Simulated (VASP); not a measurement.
# ZrO2 (Fm-3m) in VASP: further runs

The runs below take ZrO2 through single point, with PBE.

Everything below comes from runs of VASP 6.6.1. Logs are shortened: lines on timing, memory, paths and dates and some standing lists are left out, and cuts for length are marked.

## (1) The cell of the first run

It takes space group Fm-3m (No. 225, cubic). Conventional cell: a = 5.089 Å, b = 5.089 Å, c = 5.089 Å, α = 90.00°, β = 90.00°, γ = 90.00°. Within 2.9 Å of Zr (site symmetry m-3m) lie 8 O at 2.20 Å. Within 2.9 Å of O (site symmetry -43m) lie 4 Zr at 2.20 Å and 6 O at 2.54 Å.

## (2) Single point, PBE

INCAR

```
SYSTEM = ZrO2
PREC = Accurate
ENCUT = 600
EDIFF = 1E-6
ISMEAR = 0
SIGMA = 0.01
LREAL = .False.
LASPH = .True.
NELM = 120
ALGO = Normal
ISIF = 2
LWAVE = .False.
LCHARG = .False.
GGA = PE
NBANDS = 19
GGA_COMPAT = .False.
```

KPOINTS

```
Automatic mesh
0
Gamma
  6 6 6
  0 0 0
```

POSCAR

```
ZrO2
1.0
    0.0000000000      2.5447138353      2.5447138353
    2.5447138353      0.0000000000      2.5447138353
    2.5447138353      2.5447138353      0.0000000000
Zr O
1 2
Direct
    0.0000000000      0.0000000000      0.0000000000
    0.2500000000      0.2500000000      0.2500000000
    0.7500000000      0.7500000000      0.7500000000
```

Potentials or basis: VASP PAW PBE potentials, release 64 (Zr_sv, O).

Started as:

```sh
> cat potpaw_PBE.64/Zr_sv/POTCAR potpaw_PBE.64/O/POTCAR > POTCAR
> mpirun -np 1 vasp_std > vasp.out
```

OUTCAR:

```text
SYSTEM = ZrO2
   PREC = Accurate
   ENCUT = 600
   EDIFF = 1E-6
   ISMEAR = 0
   LREAL = .False.
   LASPH = .True.
   NELM = 120
   ISIF = 2
   GGA = PE

 ion  position               nearest neighbor table
   1  0.000  0.000  0.000-   2 2.20   3 2.20   3 2.20   3 2.20   3 2.20   2 2.20   2 2.20   2 2.20

   2  0.250  0.250  0.250-   1 2.20   1 2.20   1 2.20   1 2.20
   3  0.750  0.750  0.750-   1 2.20   1 2.20   1 2.20   1 2.20

  LATTYP: Found a face centered cubic cell.
 ALAT       =     5.0894276706

  Lattice vectors:

 A1 = (   0.0000000000,   2.5447138353,   2.5447138353)
 A2 = (   2.5447138353,   0.0000000000,   2.5447138353)
 A3 = (   2.5447138353,   2.5447138353,   0.0000000000)

Analysis of symmetry for initial positions (statically):
=====================================================================
 Subroutine PRICEL returns:
 Original cell was already a primitive cell.

 Routine SETGRP: Setting up the symmetry group for a
 face centered cubic supercell.

 Subroutine GETGRP returns: Found 48 space group operations
 (whereof 48 operations were pure point group operations)
 out of a pool of 48 trial point group operations.

The static configuration has the point symmetry O_h .

Analysis of symmetry for dynamics (positions and initial velocities):
=====================================================================
 Subroutine PRICEL returns:
 Original cell was already a primitive cell.

 Routine SETGRP: Setting up the symmetry group for a
 face centered cubic supercell.

 Subroutine GETGRP returns: Found 48 space group operations
 (whereof 48 operations were pure point group operations)
 out of a pool of 48 trial point group operations.

The dynamic configuration has the point symmetry O_h .

 Subroutine INISYM returns: Found 48 space group operations
 (whereof 48 operations are pure point group operations),
 and found     1 'primitive' translations

----------------------------------------------------------------------------------------

                                     Primitive cell

  volume of cell :      32.9569

  direct lattice vectors                    reciprocal lattice vectors
     0.000000000  2.544713835  2.544713835    -0.196485747  0.196485747  0.196485747
     2.544713835  0.000000000  2.544713835     0.196485747 -0.196485747  0.196485747
     2.544713835  2.544713835  0.000000000     0.196485747  0.196485747 -0.196485747

  length of vectors
     3.598768818  3.598768818  3.598768818     0.340323298  0.340323298  0.340323298

  position of ions in fractional coordinates (direct lattice)
     0.000000000  0.000000000  0.000000000
     0.250000000  0.250000000  0.250000000
     0.750000000  0.750000000  0.750000000

  ion indices of the primitive-cell ions
   primitive index   ion index
                 1           1
                 2           2
                 3           3

----------------------------------------------------------------------------------------

 KPOINTS: Automatic mesh

Automatic generation of k-mesh.
 Grid dimensions read from file:
 generate k-points for:    6    6    6

 Generating k-lattice:

  Cartesian coordinates                     Fractional coordinates (reciprocal lattice)
    -0.032747625  0.032747625  0.032747625     0.166666667  0.000000000  0.000000000
     0.032747625 -0.032747625  0.032747625     0.000000000  0.166666667  0.000000000
     0.032747625  0.032747625 -0.032747625     0.000000000  0.000000000  0.166666667

  Length of vectors
     0.056720550  0.056720550  0.056720550

  Shift w.r.t. Gamma in fractional coordinates (k-lattice)
     0.000000000  0.000000000  0.000000000

 Subroutine IBZKPT returns following result:
 ===========================================

 Found     16 irreducible k-points:

 Following reciprocal coordinates:
            Coordinates               Weight
  0.000000  0.000000  0.000000      1.000000
  0.166667  0.000000  0.000000      8.000000
  0.333333  0.000000  0.000000      8.000000
  0.500000  0.000000  0.000000      4.000000
  0.166667  0.166667  0.000000      6.000000
  0.333333  0.166667  0.000000     24.000000
[... 8 lines left out ...]
 -0.333333  0.333333  0.166667     24.000000
 -0.333333  0.500000  0.166667     12.000000
   k-points           NKPTS =     16   k-points in BZ     NKDIM =     16   number of bands    NBANDS=     19
   number of dos      NEDOS =    301   number of ions     NIONS =      3
   total plane-waves  NPLWV =  27000
   dimension x,y,z NGX =    30 NGY =   30 NGZ =   30
   dimension x,y,z NGXF=    60 NGYF=   60 NGZF=   60
   ions per type =               1   2
   NGX,Y,Z   is equivalent  to a cutoff of  13.86, 13.86, 13.86 a.u.
   NGXF,Y,Z  is equivalent  to a cutoff of  27.72, 27.72, 27.72 a.u.
 SYSTEM =  ZrO2
   PREC   = accura    normal or accurate (medium, high low for compatibility)
   ISTART =      0    job   : 0-new  1-cont  2-samecut
   ICHARG =      2    charge: 1-file 2-atom 10-const
   ISPIN  =      1    spin polarized calculation?
   LNONCOLLINEAR =      F non collinear calculations
   LSORBIT =      F    spin-orbit coupling
   LASPH  =      T    aspherical Exc in radial PAW
   ENCUT  =  600.0 eV  44.10 Ry    6.64 a.u.   7.19  7.19  7.19*2*pi/ulx,y,z
   NELM   =    120;   NELMIN=  2; NELMDL= -5     # of ELM steps
   EDIFF  = 0.1E-05   stopping-criterion for ELM
   LREAL  =      F    real-space projection
   EDIFFG = 0.1E-04   stopping-criterion for IOM
   NSW    =      0    number of steps for IOM
   IBRION =     -1    ionic relax: 0-MD 1-quasi-New 2-CG
   NFREE  =      0    steps in history (QN), initial steepest desc. (CG)
   ISIF   =      2    stress and relaxation
   ISYM   =      2    0-nonsym 1-usesym 2-fastsym
   POTIM  = 0.5000    time-step for ionic-motion
   TEBEG  =    0.0;   TEEND  =   0.0 temperature during run
   PSTRESS=    0.0 pullay stress
   NELECT =      24.0000    total number of electrons
   NUPDOWN=      -1.0000    fix difference up-down
   EMIN   =  10.00;   EMAX   =-10.00  energy-range for DOS
   EFERMI =   0.00;   METHOD = LEGACY
   ISMEAR =     0;   SIGMA  =   0.01  broadening in eV -4-tet -1-fermi 0-gaus
   EFERMI_NEDOS =   21; number of points for ismear=-14 and -15
   IALGO  =     38    algorithm
   IMIX   =      4    mixing-type and parameters
     AMIX     =   0.40;   BMIX     =  1.00
     AMIX_MAG =   1.60;   BMIX_MAG =  1.00
  volume/ion in A,a.u.               =      10.99        74.13
  Fermi-wavevector in a.u.,A,eV,Ry     =   1.472865  2.783311 29.515547  2.169332
  Thomas-Fermi vector in A             =   2.587828
   LORBIT       =      0    0 simple, 1 ext, 2 COOP (PROOUT), +10 PAW based schemes
   GGA     = PE    functional components
   LHFCALC =     F    Hartree Fock is set to
   AEXX    =    0.0000 exact exchange contribution
   IVDW    =     0    specifies the selected vdW correction
   LEPSILON=     F    determine dielectric tensor
   LRPA    =     F    only Hartree local field effects (RPA)
 non-spin polarized calculation
 Gauss-broadening in eV      SIGMA  =   0.01
  energy-cutoff  :      600.00
  volume of cell :       32.96
 maximum number of plane-waves:      1113
 NGX is ok and might be reduce to    30
   NGX = 15   NGY = 15   NGZ = 15

 number of electron      23.9999995 magnetization

 Free energy of the ion-electron system (eV)
  ---------------------------------------------------
  ext. energy  EPLUGINS =         0.00000000
  ---------------------------------------------------
  free energy    TOTEN  =       -28.56545482 eV

  energy without entropy =      -28.56545482  energy(sigma->0) =      -28.56545482

 E-fermi :   7.4157     XC(G=0): -11.7843

 val. band max:        7.2253763552   @ k =   0.5000   0.5000   0.0000
 cond. band min:      10.5803818879   @ k =   0.0000   0.0000   0.0000
 fundamental gap:      3.3550055327
 Fermi energy:         7.4156993621

 k-point     1 :       0.0000    0.0000    0.0000
  band No.  band energies     occupation
      1     -40.8607      2.00000
      2     -18.6811      2.00000
      3     -18.6811      2.00000
      4     -18.6811      2.00000
      5     -10.9720      2.00000
      6      -8.4139      2.00000
[... 11 lines left out ...]
     18      16.5963      0.00000
     19      21.6143      0.00000

 k-point     2 :       0.1667    0.0000    0.0000
  band No.  band energies     occupation
      1     -40.8491      2.00000
      2     -18.8687      2.00000
      3     -18.6988      2.00000
      4     -18.6988      2.00000
      5     -10.6081      2.00000
      6      -8.6677      2.00000
[... 11 lines left out ...]
     18      16.2259      0.00000
     19      21.0531      0.00000

 k-point     3 :       0.3333    0.0000    0.0000
  band No.  band energies     occupation
      1     -40.8256      2.00000
      2     -19.2088      2.00000
      3     -18.7337      2.00000
      4     -18.7337      2.00000
      5     -10.0683      2.00000
      6      -8.9047      2.00000
[... 11 lines left out ...]
     18      16.6764      0.00000
     19      20.5040      0.00000

 k-point     4 :       0.5000    0.0000    0.0000
  band No.  band energies     occupation
      1     -40.8139      2.00000
      2     -19.3649      2.00000
      3     -18.7510      2.00000
      4     -18.7510      2.00000
      5     -10.0125      2.00000
      6      -8.7690      2.00000
[... 231 lines left out ...]
     18      18.0321      0.00000
     19      21.9164      0.00000

 k-point    15 :      -0.3333    0.3333    0.1667
  band No.  band energies     occupation
      1     -40.8022      2.00000
      2     -19.2168      2.00000
      3     -19.0546      2.00000
      4     -18.8191      2.00000
      5      -9.4212      2.00000
      6      -9.1137      2.00000
[... 11 lines left out ...]
     18      18.6553      0.00000
     19      22.2437      0.00000

 k-point    16 :      -0.3333    0.5000    0.1667
  band No.  band energies     occupation
      1     -40.7984      2.00000
      2     -19.2873      2.00000
      3     -19.0058      2.00000
      4     -18.8582      2.00000
      5      -9.4216      2.00000
      6      -9.0356      2.00000
[... 11 lines left out ...]
     18      19.8054      0.00000
     19      22.0674      0.00000

------------------------ aborting loop because EDIFF is reached ----------------------------------------

  FORCE on cell =-STRESS in cart. coord.  units (eV):
  Direction    XX          YY          ZZ          XY          YZ          ZX
  --------------------------------------------------------------------------------------
  -------------------------------------------------------------------------------------
  Total        0.7981396      0.7981396      0.7981396     -0.0000000      0.0000000      0.0000000
  in kB       38.8009700     38.8009700     38.8009700     -0.0000000      0.0000000      0.0000000
  external PRESSURE =      38.8009700 kB  Pullay stress =       0.0000000 kB

 VOLUME and BASIS-vectors are now :
 -----------------------------------------------------------------------------
  energy-cutoff  :      600.00
  volume of cell :       32.96
      direct lattice vectors                 reciprocal lattice vectors
     0.000000000  2.544713835  2.544713835    -0.196485747  0.196485747  0.196485747
     2.544713835  0.000000000  2.544713835     0.196485747 -0.196485747  0.196485747
     2.544713835  2.544713835  0.000000000     0.196485747  0.196485747 -0.196485747

 POSITION                                       TOTAL-FORCE (eV/Angst)
 -----------------------------------------------------------------------------------
      0.00000      0.00000      0.00000         0.000000      0.000000     -0.000000
      1.27236      1.27236      1.27236        -0.000000     -0.000000     -0.000000
      3.81707      3.81707      3.81707         0.000000     -0.000000      0.000000
 -----------------------------------------------------------------------------------
    total drift:                                0.000000     -0.000000      0.000000

  FREE ENERGIE OF THE ION-ELECTRON SYSTEM (eV)
  ---------------------------------------------------
  free  energy   TOTEN  =       -28.5654548198 eV

  energy  without entropy=      -28.5654548198  energy(sigma->0) =      -28.56545482
```

Run time: 8.4 s. Hardware: 1 thread of Intel Xeon 6975P-C (Granite Rapids), shared host; peak memory 0.17 GiB.

Results:

- Free energy: -28.5655 eV
- Pressure: 3.9 GPa
- Band gap on the k mesh: 3.35 eV (least direct gap 3.80 eV)

Caveat: the cell stands under pressure.

## (3) Single point, PBE

INCAR

```
  PREC = Accurate
  ENCUT = 600
  EDIFF = 1E-6
  ISMEAR = 0
  SIGMA = 0.01
  LREAL = F
  LASPH = T
  NELM = 120
  ALGO = Normal
  ISIF = 2
  LWAVE = F
  LCHARG = T
  GGA = PE
  LELF = T
  LVHAR = T
  NBANDS = 19
  GGA_COMPAT = F
```

KPOINTS

```
regular mesh
0
Gamma
  6 6 6
```

POSCAR is that of step 2.

Potentials or basis: VASP PAW PBE potentials, release 64 (Zr_sv, O).

Started as:

```sh
> cat potpaw_PBE.64/Zr_sv/POTCAR potpaw_PBE.64/O/POTCAR > POTCAR
> mpirun -np 1 vasp_std > vasp.out
```

OUTCAR:

```text
PREC = Accurate
   ENCUT = 600
   EDIFF = 1E-6
   ISMEAR = 0
   LREAL = F
   LASPH = T
   NELM = 120
   ISIF = 2
   GGA = PE

 ion  position               nearest neighbor table
   1  0.000  0.000  0.000-   2 2.20   3 2.20   3 2.20   3 2.20   3 2.20   2 2.20   2 2.20   2 2.20

   2  0.250  0.250  0.250-   1 2.20   1 2.20   1 2.20   1 2.20
   3  0.750  0.750  0.750-   1 2.20   1 2.20   1 2.20   1 2.20

  LATTYP: Found a face centered cubic cell.
 ALAT       =     5.0894276706
[... 535 lines left out ...]

  FORCE on cell =-STRESS in cart. coord.  units (eV):
  Direction    XX          YY          ZZ          XY          YZ          ZX
  --------------------------------------------------------------------------------------
  -------------------------------------------------------------------------------------
  Total        0.7981396      0.7981396      0.7981396     -0.0000000      0.0000000      0.0000000
  in kB       38.8009700     38.8009700     38.8009700     -0.0000000      0.0000000      0.0000000
  external PRESSURE =      38.8009700 kB  Pullay stress =       0.0000000 kB

 VOLUME and BASIS-vectors are now :
 -----------------------------------------------------------------------------
  energy-cutoff  :      600.00
  volume of cell :       32.96
      direct lattice vectors                 reciprocal lattice vectors
     0.000000000  2.544713835  2.544713835    -0.196485747  0.196485747  0.196485747
     2.544713835  0.000000000  2.544713835     0.196485747 -0.196485747  0.196485747
     2.544713835  2.544713835  0.000000000     0.196485747  0.196485747 -0.196485747

 POSITION                                       TOTAL-FORCE (eV/Angst)
 -----------------------------------------------------------------------------------
      0.00000      0.00000      0.00000         0.000000      0.000000     -0.000000
      1.27236      1.27236      1.27236        -0.000000     -0.000000     -0.000000
      3.81707      3.81707      3.81707         0.000000     -0.000000      0.000000
 -----------------------------------------------------------------------------------
    total drift:                                0.000000     -0.000000      0.000000

  FREE ENERGIE OF THE ION-ELECTRON SYSTEM (eV)
  ---------------------------------------------------
  free  energy   TOTEN  =       -28.5654548198 eV

  energy  without entropy=      -28.5654548198  energy(sigma->0) =      -28.56545482
```

OSZICAR:

```text
N       E                     dE             d eps       ncg     rms          rms(c)
DAV:   1     0.194268156233E+03    0.19427E+03   -0.15521E+04   608   0.145E+03
DAV:   2    -0.248284144205E+02   -0.21910E+03   -0.21454E+03   762   0.358E+02
DAV:   3    -0.345569521368E+02   -0.97285E+01   -0.96663E+01   803   0.725E+01
DAV:   4    -0.348992648403E+02   -0.34231E+00   -0.34175E+00   859   0.103E+01
DAV:   5    -0.349039271475E+02   -0.46623E-02   -0.46622E-02   736   0.113E+00    0.242E+01
DAV:   6    -0.286537708737E+02    0.62502E+01   -0.23257E+01   643   0.396E+01    0.840E+00
DAV:   7    -0.285966473849E+02    0.57123E-01   -0.10375E+00   739   0.776E+00    0.676E+00
DAV:   8    -0.285838441191E+02    0.12803E-01   -0.36418E-01   656   0.563E+00    0.286E+00
DAV:   9    -0.285643006624E+02    0.19543E-01   -0.58628E-02   655   0.214E+00    0.350E-01
DAV:  10    -0.285656555669E+02   -0.13549E-02   -0.62108E-03   687   0.750E-01    0.363E-01
DAV:  11    -0.285654259419E+02    0.22963E-03   -0.92594E-04   665   0.309E-01    0.379E-02
DAV:  12    -0.285654667296E+02   -0.40788E-04   -0.87836E-05   690   0.714E-02    0.662E-02
DAV:  13    -0.285654540206E+02    0.12709E-04   -0.44490E-05   740   0.542E-02    0.609E-03
DAV:  14    -0.285654552503E+02   -0.12297E-05   -0.40056E-06   680   0.201E-02    0.129E-02
DAV:  15    -0.285654548198E+02    0.43046E-06   -0.10127E-06   525   0.945E-03
   1 F= -.28565455E+02 E0= -.28565455E+02  d E =-.380423-161
```

It took 9.4 s on 1 thread of Intel Xeon 6975P-C (Granite Rapids), shared host; peak memory 0.17 GiB.

Results:

```
Free energy            : -28.5655 eV
Pressure               : 3.9 GPa
Band gap on the k mesh : 3.35 eV (least direct gap 3.80 eV)
```

Levels at points of the mesh, in eV from the valence-band top:
| k point | band 10 | band 11 | band 12 | band 13 | band 14 | band 15 |
| --- | --- | --- | --- | --- | --- | --- |
| (0.00, 0.00, 0.00) | -0.53 | -0.53 | -0.53 | 3.35 | 3.35 | 6.58 |
| (0.50, 0.00, 0.00) | -2.47 | -1.64 | -1.64 | 4.00 | 4.00 | 6.09 |
| (0.50, 0.50, 0.00) | -1.51 | -1.51 | 0.00 | 3.80 | 4.74 | 5.83 |

Caveat: the cell stands under pressure. A k mesh can miss the band edges.
